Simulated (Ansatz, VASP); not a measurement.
## Two plane-wave programs on SiC4

```
Si C
1.0
     1.68813    0.97464    5.51340
    -1.68813    0.97464    5.51340
     0.00000   -1.94928    5.51340
Si C
1 4
Cartesian
  0.0000 0.0000 0.0000
  0.0000 0.0000 10.3376
  0.0000 0.0000 2.0675
  0.0000 0.0000 14.4727
  0.0000 0.0000 6.2026
```

Change from the starting cell: ordered vacancies on the cation sites of fluorite (R-3m, No. 166).

Alike in both runs: task relaxation of cell and atoms; functional PBE; k mesh 6 × 6 × 6; occupations gaussian, width 0.1 eV; no spin polarisation.

|  | VASP | Ansatz |
| --- | --- | --- |
| version | VASP 6.6.1 | Ansatz 0.2.0 |
| potentials or method | VASP PAW PBE potentials, release 64 (Si, C), cutoff 600 eV | scalar-relativistic, plane waves, PAW |
| valence electrons in the cell | 20 | 20 |

Ansatz gave:

| Quantity | Value |
| --- | --- |
| gap on the k mesh at the Fermi level, each at its own relaxed structure (eV) | none |
| relaxed volume (Å³/atom) | 11.17 |
| relaxed cell length with the largest relative difference (Å) | 9.596 |

Problem. What did VASP give for the same quantities?

Solution. gap on the k mesh at the Fermi level, each at its own relaxed structure (eV): none; relaxed volume (Å³/atom): 7.31; relaxed cell length with the largest relative difference (Å): 6.702.

A gap of «none» marks a metal or a gap that the smearing closes. One of these differences is far larger than is usual between the two programs; its cause wasn't traced.

The k mesh is coarse, so the values compare programs but aren't converged. Noted on VASP's run: the volume moved by over 15 % at a fixed basis, so the end points are rough.
